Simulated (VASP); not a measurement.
# SiC (P6_3mc) in VASP: dielectric tensor with r2SCAN

Aim: the dielectric tensor of SiC with r2SCAN.

Program: VASP 6.6.1. These are calculated values, not measurements. Logs are shortened: lines on timing, memory, paths and dates and some standing lists are left out, and cuts for length are marked.

## Step 1: The cell of the first run

It takes space group P6_3mc (No. 186, hexagonal). Conventional cell: a = 3.075 Å, b = 3.075 Å, c = 5.048 Å, α = 90.00°, β = 90.00°, γ = 120.00°. Si (site symmetry 3m) has 4 C at 1.88 to 1.90 Å within 2.5 Å. C (site symmetry 3m) has 4 Si at 1.88 to 1.90 Å within 2.5 Å.

## Step 2: Dielectric tensor, r2SCAN

Input file INCAR:

```
  ALGO = Normal
  EDIFF = 1E-8
  ENCUT = 520
  ISIF = 2
  ISMEAR = 0
  LASPH = True
  LCALCEPS = True
  LCHARG = False
  LMIXTAU = True
  LREAL = False
  LWAVE = False
  METAGGA = R2SCAN
  NELM = 100
  PREC = Accurate
  SIGMA = 0.01
```

Input file KPOINTS:

```
k-points
0
Gamma
  9 9 4
```

Input file POSCAR:

```
SiC
1.0
    3.0753564098      0.0000000000      0.0000000000
   -1.5376782049      2.6633367766      0.0000000000
    0.0000000000      0.0000000000      5.0481087265
Si C
2 2
Direct
    0.3333333333      0.6666666667      0.4995917736
    0.6666666667      0.3333333333      0.9995917736
    0.3333333333      0.6666666667      0.8754082264
    0.6666666667      0.3333333333      0.3754082264
```

Potentials or basis: VASP PAW PBE potentials, release 64 (Si, C).

The run is started by

```
$ cat potpaw_PBE.64/Si/POTCAR potpaw_PBE.64/C/POTCAR > POTCAR
$ mpirun -np 1 vasp_std > vasp.out
```

OUTCAR:

```text
EDIFF = 1E-8
   ENCUT = 520
   ISIF = 2
   ISMEAR = 0
   LASPH = True
   LREAL = False
   METAGGA = R2SCAN
   NELM = 100
   PREC = Accurate

 ion  position               nearest neighbor table
   1  0.333  0.667  0.500-   4 1.88   4 1.88   4 1.88   3 1.90   2 3.09   2 3.09   2 3.09   2 3.09
                             2 3.09   2 3.09
   2  0.667  0.333  1.000-   3 1.88   3 1.88   3 1.88   4 1.90   1 3.09   1 3.09   1 3.09   1 3.09
                             1 3.09   1 3.09
   3  0.333  0.667  0.875-   2 1.88   2 1.88   2 1.88   1 1.90
   4  0.667  0.333  0.375-   1 1.88   1 1.88   1 1.88   2 1.90

  LATTYP: Found a hexagonal cell.
 ALAT       =     3.0753564098
 C/A-ratio  =     1.6414711187

  Lattice vectors:

 A1 = (   3.0753564098,   0.0000000000,   0.0000000000)
 A2 = (  -1.5376782049,   2.6633367766,   0.0000000000)
 A3 = (   0.0000000000,   0.0000000000,   5.0481087265)

Analysis of symmetry for initial positions (statically):
=====================================================================
 Subroutine PRICEL returns:
 Original cell was already a primitive cell.

 Routine SETGRP: Setting up the symmetry group for a
 hexagonal supercell.

 Subroutine GETGRP returns: Found 12 space group operations
 (whereof  6 operations were pure point group operations)
 out of a pool of 24 trial point group operations.

The static configuration has the point symmetry C_3v.
 The point group associated with its full space group is C_6v.

Analysis of symmetry for dynamics (positions and initial velocities):
=====================================================================
 Subroutine PRICEL returns:
 Original cell was already a primitive cell.

 Routine SETGRP: Setting up the symmetry group for a
 hexagonal supercell.

 Subroutine GETGRP returns: Found 12 space group operations
 (whereof  6 operations were pure point group operations)
 out of a pool of 24 trial point group operations.

The dynamic configuration has the point symmetry C_3v.
 The point group associated with its full space group is C_6v.

 Subroutine INISYM returns: Found 12 space group operations
 (whereof  6 operations are pure point group operations),
 and found     1 'primitive' translations

----------------------------------------------------------------------------------------

                                     Primitive cell

  volume of cell :      41.3476

  direct lattice vectors                    reciprocal lattice vectors
     3.075356410  0.000000000  0.000000000     0.325165564  0.187734426  0.000000000
    -1.537678205  2.663336777  0.000000000     0.000000000  0.375468851  0.000000000
     0.000000000  0.000000000  5.048108726     0.000000000  0.000000000  0.198093990

  length of vectors
     3.075356410  3.075356410  5.048108726     0.375468851  0.375468851  0.198093990

  position of ions in fractional coordinates (direct lattice)
     0.333333333  0.666666667  0.499591774
     0.666666667  0.333333333  0.999591774
     0.333333333  0.666666667  0.875408226
     0.666666667  0.333333333  0.375408226

  ion indices of the primitive-cell ions
   primitive index   ion index
                 1           1
                 2           2
                 3           3
                 4           4

----------------------------------------------------------------------------------------

 KPOINTS: k-points

Automatic generation of k-mesh.
 Grid dimensions read from file:
 generate k-points for:    9    9    4

 Generating k-lattice:

  Cartesian coordinates                     Fractional coordinates (reciprocal lattice)
     0.036129507  0.020859381  0.000000000     0.111111111  0.000000000  0.000000000
     0.000000000  0.041718761  0.000000000     0.000000000  0.111111111  0.000000000
     0.000000000  0.000000000  0.049523498     0.000000000  0.000000000  0.250000000

  Length of vectors
     0.041718761  0.041718761  0.049523498

[... 55 lines left out ...]
   EDIFFG = 0.1E-06   stopping-criterion for IOM
   NSW    =      0    number of steps for IOM
   IBRION =     -1    ionic relax: 0-MD 1-quasi-New 2-CG
   NFREE  =      0    steps in history (QN), initial steepest desc. (CG)
   ISIF   =      2    stress and relaxation
   ISYM   =      2    0-nonsym 1-usesym 2-fastsym
   POTIM  = 0.5000    time-step for ionic-motion
   TEBEG  =    0.0;   TEEND  =   0.0 temperature during run
   PSTRESS=    0.0 pullay stress
   NELECT =      16.0000    total number of electrons
   NUPDOWN=      -1.0000    fix difference up-down
   EMIN   =  10.00;   EMAX   =-10.00  energy-range for DOS
   EFERMI =   0.00;   METHOD = LEGACY
   ISMEAR =     0;   SIGMA  =   0.01  broadening in eV -4-tet -1-fermi 0-gaus
   EFERMI_NEDOS =   21; number of points for ismear=-14 and -15
   IALGO  =     38    algorithm
   IMIX   =      4    mixing-type and parameters
     AMIX     =   0.40;   BMIX     =  1.00
     AMIX_MAG =   1.60;   BMIX_MAG =  1.00
  volume/ion in A,a.u.               =      10.34        69.76
  Fermi-wavevector in a.u.,A,eV,Ry     =   1.192975  2.254396 19.363673  1.423190
  Thomas-Fermi vector in A             =   2.329001
   LORBIT       =      0    0 simple, 1 ext, 2 COOP (PROOUT), +10 PAW based schemes
   METAGGA = R2SCAN    functional components
   LHFCALC =     F    Hartree Fock is set to
   AEXX    =    0.0000 exact exchange contribution
   IVDW    =     0    specifies the selected vdW correction
   LEPSILON=     F    determine dielectric tensor
   LRPA    =     F    only Hartree local field effects (RPA)
   LRPA       =     F
 non-spin polarized calculation
 Gauss-broadening in eV      SIGMA  =   0.01
  energy-cutoff  :      520.00
  volume of cell :       41.35
 maximum number of plane-waves:      1124
 NGX is ok and might be reduce to    24
   NGX = 11   NGY = 11   NGZ = 19

 Total electronic dipole moment: p[elc]=(    -0.00000     0.00000    -0.11751 ) |e| Angst

 number of electron      16.0000000 magnetization

 Free energy of the ion-electron system (eV)
  ---------------------------------------------------
  ext. energy  EPLUGINS =         0.00000000
  ---------------------------------------------------
  free energy    TOTEN  =       -38.63692159 eV

  energy without entropy =      -38.63692159  energy(sigma->0) =      -38.63692159

 E-fermi :   8.1986     XC(G=0): -11.9291

 val. band max:        8.1454356184   @ k =   0.0000   0.0000   0.0000
 cond. band min:   10000.0000000000   @ k =   0.0000   0.0000   0.0000
 fundamental gap:   9991.8545643816
 Fermi energy:         8.1985879468

 k-point     1 :       0.0000    0.0000    0.0000
  band No.  band energies     occupation
      1      -8.2091      2.00000
      2      -4.5819      2.00000
      3      -0.8460      2.00000
      4       6.7599      2.00000
      5       6.7599      2.00000
      6       8.0331      2.00000
      7       8.1454      2.00000
      8       8.1454      2.00000
      9   10000.0000      0.00000
     10   10000.0000      0.00000
     11   10000.0000      0.00000
     12   10000.0000      0.00000
[... 331 lines left out ...]
 k-point    24 :       0.3333    0.3333    0.2500
  band No.  band energies     occupation
      1      -3.5007      2.00000
      2      -3.5007      2.00000
      3       0.7657      2.00000
      4       0.7657      2.00000
      5       1.4803      2.00000
      6       3.4766      2.00000
      7       5.2247      2.00000
      8       5.2247      2.00000
      9   10000.0000      0.00000
     10   10000.0000      0.00000
     11   10000.0000      0.00000
     12   10000.0000      0.00000

 [... further k-points ...]

------------------------ aborting loop because EDIFF is reached ----------------------------------------

            Ionic dipole moment: p[ion]=(     0.00000     0.00000    15.14433 ) |e| Angst

 Total electronic dipole moment: p[elc]=(    -0.00000    -0.00000    -0.10433 ) |e| Angst

 MACROSCOPIC STATIC DIELECTRIC TENSOR (including local field effects)
 ------------------------------------------------------
           6.449622     0.000000     0.000000
           0.000000     6.449622     0.000000
           0.000000    -0.000000     6.769255
 ------------------------------------------------------

 PIEZOELECTRIC TENSOR (including local field effects) (e Angst)
          XX          YY          ZZ          XY          YZ          ZX
  --------------------------------------------------------------------------------
  x     0.00000    -0.00000    -0.00000    -0.00000     0.00000     1.51955
  y     0.00000     0.00000     0.00000     0.00000     1.51955     0.00000
  z     1.21709     1.21709    -2.09431     0.00000    -0.00000     0.00000

 PIEZOELECTRIC TENSOR (including local field effects) (C/m^2)
          XX          YY          ZZ          XY          YZ          ZX
  --------------------------------------------------------------------------------
  x     0.00000    -0.00000    -0.00000    -0.00000     0.00000     0.58881
  y     0.00000     0.00000     0.00000     0.00000     0.58881     0.00000
  z     0.47161     0.47161    -0.81153     0.00000    -0.00000     0.00000

 BORN EFFECTIVE CHARGES (including local field effects) (in |e|, cummulative output)
 ---------------------------------------------------------------------------------
 ion    1
    1     2.65662     0.00000     0.00000
    2     0.00000     2.65662     0.00000
    3     0.00000     0.00000     2.84748
 ion    2
    1     2.65662     0.00000     0.00000
    2     0.00000     2.65662    -0.00000
    3    -0.00000     0.00000     2.84748
 ion    3
    1    -2.65662    -0.00000     0.00000
    2    -0.00000    -2.65662     0.00000
    3     0.00000     0.00000    -2.84748
 ion    4
    1    -2.65662    -0.00000     0.00000
    2     0.00000    -2.65662     0.00000
    3     0.00000     0.00000    -2.84748

  FORCE on cell =-STRESS in cart. coord.  units (eV):
  Direction    XX          YY          ZZ          XY          YZ          ZX
  --------------------------------------------------------------------------------------
  -------------------------------------------------------------------------------------
  Total       -0.0484481     -0.0484481     -0.0456519      0.0000000      0.0000000     -0.0000000
  in kB       -1.8773134     -1.8773134     -1.7689653      0.0000000      0.0000000     -0.0000000
  external PRESSURE =      -1.8411974 kB  Pullay stress =       0.0000000 kB

 VOLUME and BASIS-vectors are now :
 -----------------------------------------------------------------------------
  energy-cutoff  :      520.00
  volume of cell :       41.35
      direct lattice vectors                 reciprocal lattice vectors
     3.075356410  0.000000000  0.000000000     0.325165564  0.187734426  0.000000000
    -1.537678205  2.663336777  0.000000000     0.000000000  0.375468851  0.000000000
     0.000000000  0.000000000  5.048108726     0.000000000  0.000000000  0.198093990

 POSITION                                       TOTAL-FORCE (eV/Angst)
 -----------------------------------------------------------------------------------
     -0.00000      1.77556      2.52199        -0.000000      0.000000     -0.000178
      1.53768      0.88778      5.04605         0.000000      0.000000     -0.000178
     -0.00000      1.77556      4.41916        -0.000000      0.000000      0.000178
      1.53768      0.88778      1.89510        -0.000000      0.000000      0.000178
 -----------------------------------------------------------------------------------
    total drift:                               -0.000000     -0.000000      0.000399

  FREE ENERGIE OF THE ION-ELECTRON SYSTEM (eV)
  ---------------------------------------------------
  free  energy   TOTEN  =       -38.6369215927 eV

  energy  without entropy=      -38.6369215927  energy(sigma->0) =      -38.63692159
```

Wall time 30 min (1 thread of Intel Xeon Platinum 8259CL at 2.50GHz (Skylake/Cascade Lake), shared host); peak memory 0.43 GiB.

What came out:

* Band gap on the k mesh: 2.66 eV (least direct gap 4.52 eV)
* Electronic dielectric tensor (diagonal): 6.45, 6.45, 6.77
* Born charges (mean of the diagonal): Si +2.72; C -2.72 e

Electronic dielectric tensor:
```
6.45 0.00 0.00
0.00 6.45 0.00
0.00 0.00 6.77
```

Born effective charge tensors (e):
atom 1, Si
```
2.66 0.00 0.00
0.00 2.66 0.00
0.00 0.00 2.85
```
atom 2, Si
```
2.66 0.00 0.00
0.00 2.66 0.00
0.00 0.00 2.85
```
atom 3, C
```
-2.66  0.00  0.00
 0.00 -2.66  0.00
 0.00  0.00 -2.85
```
atom 4, C
```
-2.66  0.00  0.00
 0.00 -2.66  0.00
 0.00  0.00 -2.85
```

Dipole moments of the cell (e·Å, modulo the quantum): ionic 0.000, 0.000, 15.144; electronic 0.000, 0.000, -0.104

Caveat: the PAW data sets were made with another functional, which shifts forces and pressure a little; an odd mesh through Γ misses points on the zone boundary, where band edges can lie.
